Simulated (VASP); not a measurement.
# Mn (P6_3/mmc) in VASP: a series of runs

Mn is run at these levels: revPBE; tasks: single point.

Everything below comes from runs of VASP 6.6.1. Logs are shortened: lines on timing, memory, paths and dates and some standing lists are left out, and cuts for length are marked.

## (1) The cell of the first run

The structure is hexagonal, space group P6_3/mmc (No. 194). Conventional cell: a = 2.391 Å, b = 2.391 Å, c = 3.866 Å, α = 90.00°, β = 90.00°, γ = 120.00°. Mn (site symmetry -6m2) has 12 Mn at 2.38 to 2.39 Å within 3.1 Å.

## (2) Single point, revPBE (volume scaled by 0.88)

The input, INCAR:

```
SYSTEM = Mn
  ALGO = Normal
  EDIFF = 1E-6
  ENCUT = 520
  GGA = RE
  ISIF = 2
  ISMEAR = -1
  LASPH = .True.
  LCHARG = .True.
  LELF = .True.
  LREAL = .False.
  LVHAR = .True.
  LWAVE = .False.
  NBANDS = 20
  NELM = 100
  PREC = Accurate
  SIGMA = 0.1
```

The input, KPOINTS:

```
k-points
0
Gamma
  16 16 9
  0 0 0
```

The input, POSCAR:

```
Mn
1.0
    2.3912594681      0.0000000000      0.0000000000
   -1.1956297340      2.0708914464      0.0000000000
    0.0000000000      0.0000000000      3.8657247358
Mn
2
Direct
    0.3333333333      0.6666666667      0.2500000000
    0.6666666667      0.3333333333      0.7500000000
```

Potentials or basis: VASP PAW PBE potentials, release 64 (Mn_pv).

Command:

```console
$ cat potpaw_PBE.64/Mn_pv/POTCAR > POTCAR
$ mpirun -np 1 vasp_std > vasp.out
```

OUTCAR:

```text
SYSTEM = Mn
   EDIFF = 1E-6
   ENCUT = 520
   GGA = RE
   ISIF = 2
   ISMEAR = -1
   LASPH = .True.
   LREAL = .False.
   NELM = 100
   PREC = Accurate

 ion  position               nearest neighbor table
   1  0.333  0.667  0.250-   2 2.38   2 2.38   2 2.38   2 2.38   2 2.38   2 2.38
   2  0.667  0.333  0.750-   1 2.38   1 2.38   1 2.38   1 2.38   1 2.38   1 2.38

  LATTYP: Found a hexagonal cell.
 ALAT       =     2.3912594681
 C/A-ratio  =     1.6166061389

  Lattice vectors:

 A1 = (   2.3912594681,   0.0000000000,   0.0000000000)
 A2 = (  -1.1956297340,   2.0708914464,   0.0000000000)
 A3 = (   0.0000000000,   0.0000000000,   3.8657247358)

Analysis of symmetry for initial positions (statically):
=====================================================================
 Subroutine PRICEL returns:
 Original cell was already a primitive cell.

 Routine SETGRP: Setting up the symmetry group for a
 hexagonal supercell.

 Subroutine GETGRP returns: Found 24 space group operations
 (whereof 12 operations were pure point group operations)
 out of a pool of 24 trial point group operations.

The static configuration has the point symmetry D_3d.
 The point group associated with its full space group is D_6h.

Analysis of symmetry for dynamics (positions and initial velocities):
=====================================================================
 Subroutine PRICEL returns:
 Original cell was already a primitive cell.

 Routine SETGRP: Setting up the symmetry group for a
 hexagonal supercell.

 Subroutine GETGRP returns: Found 24 space group operations
 (whereof 12 operations were pure point group operations)
 out of a pool of 24 trial point group operations.

The dynamic configuration has the point symmetry D_3d.
 The point group associated with its full space group is D_6h.

 Subroutine INISYM returns: Found 24 space group operations
 (whereof 12 operations are pure point group operations),
 and found     1 'primitive' translations

----------------------------------------------------------------------------------------

                                     Primitive cell

  volume of cell :      19.1432

  direct lattice vectors                    reciprocal lattice vectors
     2.391259468  0.000000000  0.000000000     0.418189667  0.241441917  0.000000000
    -1.195629734  2.070891446  0.000000000     0.000000000  0.482883833  0.000000000
     0.000000000  0.000000000  3.865724736     0.000000000  0.000000000  0.258683706

  length of vectors
     2.391259468  2.391259468  3.865724736     0.482883833  0.482883833  0.258683706

  position of ions in fractional coordinates (direct lattice)
     0.333333333  0.666666667  0.250000000
     0.666666667  0.333333333  0.750000000

  ion indices of the primitive-cell ions
   primitive index   ion index
                 1           1
                 2           2

----------------------------------------------------------------------------------------

 KPOINTS: k-points

Automatic generation of k-mesh.
 Grid dimensions read from file:
 generate k-points for:   16   16    9

 Generating k-lattice:

  Cartesian coordinates                     Fractional coordinates (reciprocal lattice)
     0.026136854  0.015090120  0.000000000     0.062500000 -0.000000000  0.000000000
     0.000000000  0.030180240  0.000000000     0.000000000  0.062500000  0.000000000
     0.000000000  0.000000000  0.028742634     0.000000000  0.000000000  0.111111111

  Length of vectors
     0.030180240  0.030180240  0.028742634

  Shift w.r.t. Gamma in fractional coordinates (k-lattice)
     0.000000000  0.000000000  0.000000000

 Subroutine IBZKPT returns following result:
 ===========================================

 Found    150 irreducible k-points:

 Following reciprocal coordinates:
            Coordinates               Weight
  0.000000  0.000000  0.000000      1.000000
  0.062500  0.000000  0.000000      6.000000
  0.125000  0.000000  0.000000      6.000000
  0.187500  0.000000  0.000000      6.000000
  0.250000  0.000000  0.000000      6.000000
  0.312500  0.000000  0.000000      6.000000
[... 16 lines left out ...]
  0.187500  0.187500  0.000000      6.000000
  0.250000  0.187500  0.000000     12.000000
 [... further k-points ...]
   k-points           NKPTS =    150   k-points in BZ     NKDIM =    150   number of bands    NBANDS=     20
   number of dos      NEDOS =    301   number of ions     NIONS =      2
   total plane-waves  NPLWV =   9720
   dimension x,y,z NGX =    18 NGY =   18 NGZ =   30
   dimension x,y,z NGXF=    36 NGYF=   36 NGZF=   60
   ions per type =               2
   NGX,Y,Z   is equivalent  to a cutoff of  12.51, 12.51, 12.90 a.u.
   NGXF,Y,Z  is equivalent  to a cutoff of  25.03, 25.03, 25.80 a.u.
 SYSTEM =  Mn
   PREC   = accura    normal or accurate (medium, high low for compatibility)
   ISTART =      0    job   : 0-new  1-cont  2-samecut
   ICHARG =      2    charge: 1-file 2-atom 10-const
   ISPIN  =      1    spin polarized calculation?
   LNONCOLLINEAR =      F non collinear calculations
   LSORBIT =      F    spin-orbit coupling
   LASPH  =      T    aspherical Exc in radial PAW
   ENCUT  =  520.0 eV  38.22 Ry    6.18 a.u.   4.45  4.45  7.19*2*pi/ulx,y,z
   NELM   =    100;   NELMIN=  2; NELMDL= -5     # of ELM steps
   EDIFF  = 0.1E-05   stopping-criterion for ELM
   LREAL  =      F    real-space projection
   EDIFFG = 0.1E-04   stopping-criterion for IOM
   NSW    =      0    number of steps for IOM
   IBRION =     -1    ionic relax: 0-MD 1-quasi-New 2-CG
   NFREE  =      0    steps in history (QN), initial steepest desc. (CG)
   ISIF   =      2    stress and relaxation
   ISYM   =      2    0-nonsym 1-usesym 2-fastsym
   POTIM  = 0.5000    time-step for ionic-motion
   TEBEG  =    0.0;   TEEND  =   0.0 temperature during run
   PSTRESS=    0.0 pullay stress
   NELECT =      26.0000    total number of electrons
   NUPDOWN=      -1.0000    fix difference up-down
   EMIN   =  10.00;   EMAX   =-10.00  energy-range for DOS
   EFERMI =   0.00;   METHOD = LEGACY
   ISMEAR =    -1;   SIGMA  =   0.10  broadening in eV -4-tet -1-fermi 0-gaus
   EFERMI_NEDOS =   21; number of points for ismear=-14 and -15
   IALGO  =     38    algorithm
   IMIX   =      4    mixing-type and parameters
     AMIX     =   0.40;   BMIX     =  1.00
     AMIX_MAG =   1.60;   BMIX_MAG =  1.00
  volume/ion in A,a.u.               =       9.57        64.59
  Fermi-wavevector in a.u.,A,eV,Ry     =   1.812985  3.426046 44.721205  3.286916
  Thomas-Fermi vector in A             =   2.871118
   LORBIT       =      0    0 simple, 1 ext, 2 COOP (PROOUT), +10 PAW based schemes
   GGA     = RE    functional components
   LHFCALC =     F    Hartree Fock is set to
   AEXX    =    0.0000 exact exchange contribution
   IVDW    =     0    specifies the selected vdW correction
   LEPSILON=     F    determine dielectric tensor
   LRPA    =     F    only Hartree local field effects (RPA)
 non-spin polarized calculation
  energy-cutoff  :      520.00
  volume of cell :       19.14
 maximum number of plane-waves:       543
 NGX is ok and might be reduce to    18
   NGX =  9   NGY =  9   NGZ = 15

 number of electron      25.9999978 magnetization

 Free energy of the ion-electron system (eV)
  ---------------------------------------------------
  ext. energy  EPLUGINS =         0.00000000
  ---------------------------------------------------
  free energy    TOTEN  =       -16.73982299 eV

  energy without entropy =      -16.65950557  energy(sigma->0) =      -16.69966428

 E-fermi :  12.1805     XC(G=0): -14.6461

 val. band max:       12.1773137986   @ k =   0.4375   0.0625   0.3333
 cond. band min:      12.1826799825   @ k =   0.1875   0.0625   0.3333
 fundamental gap:      0.0053661839
 Fermi energy:        12.1805214635

 k-point     1 :       0.0000    0.0000    0.0000
  band No.  band energies     occupation
      1     -36.3673      2.00000
      2     -35.4119      2.00000
      3     -35.4119      2.00000
      4     -35.2641      2.00000
      5     -35.2641      2.00000
      6     -35.2445      2.00000
[... 12 lines left out ...]
     19      22.8988      0.00000
     20      33.6956      0.00000

 k-point     2 :       0.0625    0.0000    0.0000
  band No.  band energies     occupation
      1     -36.3531      2.00000
      2     -35.4431      2.00000
      3     -35.4219      2.00000
      4     -35.2965      2.00000
      5     -35.2684      2.00000
      6     -35.2497      2.00000
[... 12 lines left out ...]
     19      22.8926      0.00000
     20      33.5574      0.00000

 k-point     3 :       0.1250    0.0000    0.0000
  band No.  band energies     occupation
      1     -36.3116      2.00000
      2     -35.5322      2.00000
      3     -35.4499      2.00000
      4     -35.3878      2.00000
      5     -35.2813      2.00000
      6     -35.2655      2.00000
[... 12 lines left out ...]
     19      22.8790      0.00000
     20      32.6840      0.00000

 k-point     4 :       0.1875    0.0000    0.0000
  band No.  band energies     occupation
      1     -36.2464      2.00000
      2     -35.6664      2.00000
      3     -35.5212      2.00000
      4     -35.4904      2.00000
      5     -35.3017      2.00000
      6     -35.2923      2.00000
[... 12 lines left out ...]
     19      22.8685      0.00000
     20      30.6661      0.00000

 k-point     5 :       0.2500    0.0000    0.0000
  band No.  band energies     occupation
      1     -36.1630      2.00000
      2     -35.8257      2.00000
      3     -35.6738      2.00000
      4     -35.5368      2.00000
      5     -35.3302      2.00000
      6     -35.3269      2.00000
[... 12 lines left out ...]
     19      22.8486      0.00000
     20      28.2743      0.00000

 k-point     6 :       0.3125    0.0000    0.0000
  band No.  band energies     occupation
      1     -36.0691      2.00000
      2     -35.9855      2.00000
      3     -35.8220      2.00000
      4     -35.5819      2.00000
      5     -35.3785      2.00000
      6     -35.3530      2.00000
[... 12 lines left out ...]
     19      22.6350      0.00000
     20      26.1900      0.00000

 k-point     7 :       0.3750    0.0000    0.0000
  band No.  band energies     occupation
      1     -36.1210      2.00000
      2     -35.9754      2.00000
      3     -35.9448      2.00000
      4     -35.6195      2.00000
      5     -35.4333      2.00000
      6     -35.3756      2.00000
[... 12 lines left out ...]
     19      22.6941      0.00000
     20      25.2815      0.00000
[... 277 lines left out ...]
 k-point    20 :       0.3125    0.1250    0.0000
  band No.  band energies     occupation
      1     -36.0956      2.00000
      2     -35.9479      2.00000
      3     -35.9460      2.00000
      4     -35.6647      2.00000
      5     -35.4517      2.00000
      6     -35.4483      2.00000
[... 12 lines left out ...]
     19      23.2520      0.00000
     20      25.2955      0.00000

 k-point    21 :       0.3750    0.1250    0.0000
  band No.  band energies     occupation
      1     -36.1771      2.00000
      2     -36.0006      2.00000
      3     -35.8687      2.00000
      4     -35.7061      2.00000
      5     -35.5050      2.00000
      6     -35.4687      2.00000
[... 12 lines left out ...]
     19      24.7584      0.00000
     20      25.7010      0.00000

 k-point    22 :       0.4375    0.1250    0.0000
  band No.  band energies     occupation
      1     -36.2056      2.00000
      2     -36.0190      2.00000
      3     -35.8350      2.00000
      4     -35.7207      2.00000
      5     -35.5301      2.00000
      6     -35.4759      2.00000
[... 12 lines left out ...]
     19      25.6187      0.00000
     20      26.1626      0.00000

 k-point    23 :       0.1875    0.1875    0.0000
  band No.  band energies     occupation
      1     -36.0462      2.00000
      2     -35.9063      2.00000
      3     -35.8961      2.00000
      4     -35.5896      2.00000
      5     -35.4417      2.00000
      6     -35.3908      2.00000
[... 12 lines left out ...]
     19      23.1236      0.00000
     20      26.9392      0.00000

 k-point    24 :       0.2500    0.1875    0.0000
  band No.  band energies     occupation
      1     -36.0227      2.00000
      2     -35.9566      2.00000
      3     -35.9478      2.00000
      4     -35.6629      2.00000
      5     -35.4974      2.00000
      6     -35.4445      2.00000
[... 12 lines left out ...]
     19      23.0818      0.00000
     20      25.2643      0.00000

 [... further k-points ...]
[... 5 lines left out ...]
  --------------------------------------------------------------------------------------
  -------------------------------------------------------------------------------------
  Total        5.4010864      5.4010864      5.3842577      0.0000000      0.0000000      0.0000000
  in kB      452.0398721    452.0398721    450.6314113      0.0000000      0.0000000      0.0000000
  external PRESSURE =     451.5703851 kB  Pullay stress =       0.0000000 kB

 VOLUME and BASIS-vectors are now :
 -----------------------------------------------------------------------------
  energy-cutoff  :      520.00
  volume of cell :       19.14
      direct lattice vectors                 reciprocal lattice vectors
     2.391259468  0.000000000  0.000000000     0.418189667  0.241441917  0.000000000
    -1.195629734  2.070891446  0.000000000     0.000000000  0.482883833  0.000000000
     0.000000000  0.000000000  3.865724736     0.000000000  0.000000000  0.258683706

 POSITION                                       TOTAL-FORCE (eV/Angst)
 -----------------------------------------------------------------------------------
     -0.00000      1.38059      0.96643        -0.000000      0.000000      0.000000
      1.19563      0.69030      2.89929         0.000000     -0.000000      0.000000
 -----------------------------------------------------------------------------------
    total drift:                                0.000000     -0.000000      0.000000

  FREE ENERGIE OF THE ION-ELECTRON SYSTEM (eV)
  ---------------------------------------------------
  free  energy   TOTEN  =       -16.7398229883 eV

  energy  without entropy=      -16.6595055689  energy(sigma->0) =      -16.69966428
```

Run time: 26 s. Hardware: 1 thread of AMD EPYC 9R45 (Zen 5), shared host; peak memory 0.13 GiB.

What came out:

- Free energy: -16.7398 eV
- Pressure: 45.2 GPa
- Band gap on the k mesh: zero (band 13 reaches 13.33 eV, above the bottom of band 14 at 11.02 eV)

Levels at points of the mesh, in eV from the Fermi level:
```tsv
k point	band 9	band 10	band 11	band 12	band 13	band 14	band 15	band 16	band 17	band 18
(0.00, 0.00, 0.00)	-1.14	-1.14	-1.14	-0.57	-0.57	0.04	0.04	0.95	1.88	1.88
(0.50, 0.00, 0.00)	-4.32	-1.42	-1.39	-1.07	-0.47	2.13	2.31	2.39	4.17	6.57
```

Caveat: the PAW data sets were made with another functional, which shifts forces and pressure a little; the run has no spin polarisation, though such a crystal can be magnetic.

## (3) Single point, revPBE (volume scaled by 0.92)

The input, INCAR:

```
ALGO = Normal
EDIFF = 1E-7
ENCUT = 520
GGA = RE
ISIF = 2
ISMEAR = -1
LASPH = True
LCHARG = False
LREAL = False
LWAVE = False
NBANDS = 20
NELM = 60
PREC = Accurate
SIGMA = 0.1
```

The input, KPOINTS:

```
k-points
0
Gamma
  16 16 9
```

The input, POSCAR:

```
Mn
1.0
    2.4269551705      0.0000000000      0.0000000000
   -1.2134775852      2.1018048315      0.0000000000
    0.0000000000      0.0000000000      3.9234306274
Mn
2
Direct
    0.3333333333      0.6666666667      0.2500000000
    0.6666666667      0.3333333333      0.7500000000
```

Potentials or basis: VASP PAW PBE potentials, release 64 (Mn_pv).

Command:

```console
$ cat potpaw_PBE.64/Mn_pv/POTCAR > POTCAR
$ mpirun -np 1 vasp_std > vasp.out
```

Run time: 32 s. Hardware: 1 thread of AMD EPYC 9R45 (Zen 5), shared host; peak memory 0.13 GiB.

Results (log left out):

* Free energy: -16.9347 eV
* Pressure: 26.8 GPa
* Band gap on the k mesh: zero (band 13 reaches 12.58 eV, above the bottom of band 14 at 10.41 eV)

Stress tensor (GPa, compression positive):
```
26.86  0.00  0.00
 0.00 26.86  0.00
 0.00  0.00 26.78
```

Levels at points of the mesh, in eV from the Fermi level:
```csv
k point,band 10,band 11,band 12,band 13,band 14,band 15,band 16,band 17
"(0.00, 0.00, 0.00)",-1.06,-1.06,-0.53,-0.53,0.04,0.04,0.85,1.77
"(0.50, 0.00, 0.00)",-1.40,-1.29,-1.01,-0.45,2.00,2.17,2.24,3.93
```

Caveat: the PAW data sets were made with another functional, which shifts forces and pressure a little; the run has no spin polarisation, though such a crystal can be magnetic. Spin polarisation is off, so any magnetic state and its effect on volume and gap are missing.
